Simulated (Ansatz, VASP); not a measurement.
## Two plane-wave programs on AlAs

INCAR

```
SYSTEM = AlAs
ALGO = Normal ; DIPOL = 0.5 0.5 0.500
EDIFF = 1E-6 ; ENCUT = 520
GGA = PS ; IDIPOL = 3
ISIF = 2 ; ISMEAR = 0
LASPH = .TRUE. ; LCHARG = .TRUE.
LDIPOL = .TRUE. ; LELF = .TRUE.
LREAL = .FALSE. ; LVACPOTAV = .TRUE.
LVHAR = .TRUE. ; LWAVE = .FALSE.
NBANDS = 36 ; NELM = 60
PREC = Accurate ; SIGMA = 0.05
```

File KPOINTS:

```
k-points
0
G
  7 5 1
  0 0 0
```

The input POSCAR:

```
AlAs
1.0
    4.0125456559      0.0000000000      0.0000000000
    0.0000000000      5.6745964863      0.0000000000
    0.0000000000      0.0000000000     25.0313641398
Al As
6 6
Direct
    0.5000000000      0.5000000000      0.2996241019
    0.0000000000      0.0000000000      0.3797744611
    0.5000000000      0.5000000000      0.4599248204
    0.0000000000      0.0000000000      0.5400751796
    0.5000000000      0.5000000000      0.6202255389
    0.0000000000      0.0000000000      0.7003758981
    0.0000000000      0.2500000000      0.2996241019
    0.5000000000      0.7500000000      0.3797744611
    0.0000000000      0.2500000000      0.4599248204
    0.5000000000      0.7500000000      0.5400751796
    0.0000000000      0.2500000000      0.6202255389
    0.5000000000      0.7500000000      0.7003758981
```

Input for Ansatz:

```yaml
crystal:
  lattice:
    - [4.0125456559, 0.0, 0.0]
    - [0.0, 5.6745964863, 0.0]
    - [0.0, 0.0, 25.0313641398]
  atoms:
    - { symbol: Al, position: [0.5, 0.5, 0.2996241019] }
    - { symbol: As, position: [0.0, 0.25, 0.2996241019] }
    - { symbol: Al, position: [0.0, 0.0, 0.3797744611] }
    - { symbol: As, position: [0.5, 0.75, 0.3797744611] }
    - { symbol: Al, position: [0.5, 0.5, 0.4599248204] }
    - { symbol: As, position: [0.0, 0.25, 0.4599248204] }
    - { symbol: Al, position: [0.0, 0.0, 0.5400751796] }
    - { symbol: As, position: [0.5, 0.75, 0.5400751796] }
    - { symbol: Al, position: [0.5, 0.5, 0.6202255389] }
    - { symbol: As, position: [0.0, 0.25, 0.6202255389] }
    - { symbol: Al, position: [0.0, 0.0, 0.7003758981] }
    - { symbol: As, position: [0.5, 0.75, 0.7003758981] }
basis:
  ecutwfc: 420
kpoints:
  mp_grid: { grid: [7, 5, 1] }
hamiltonian:
  xc: pbesol
scf:
  occupations: { method: gaussian, width: 0.05 }
output:
  forces: true
  stress: true
  eigenvalues: true
efield:
  axis: 3
  dipole_correction: true
```

Alike in both runs: task single point; functional PBEsol; k mesh 7 × 5 × 1; occupations gaussian, width 0.05 eV; no spin polarisation.

```csv
,VASP,Ansatz
version,VASP 6.6.1,Ansatz 0.2.0
potentials or method,"VASP PAW PBE potentials, release 64 (Al, As), cutoff 520 eV","scalar-relativistic, plane waves, PAW"
valence electrons in the cell,48,108
```

```tsv
	VASP	Ansatz	Ansatz less VASP
gap on the k mesh at the Fermi level (eV)	0.75	0.75	+0.002
least direct gap on the mesh (eV)	0.81	0.81	+0.001
rms of the force components (eV/Å)	0.541	0.544	+0.0032
```

VASP's potentials were made for PBE, not for PBEsol. The functional is the same, so the differences come from potentials, cutoffs and numerics. VASP's potentials hold 48 valence electrons a cell and Ansatz's 108, so a difference there can come from the potentials and not from the codes.
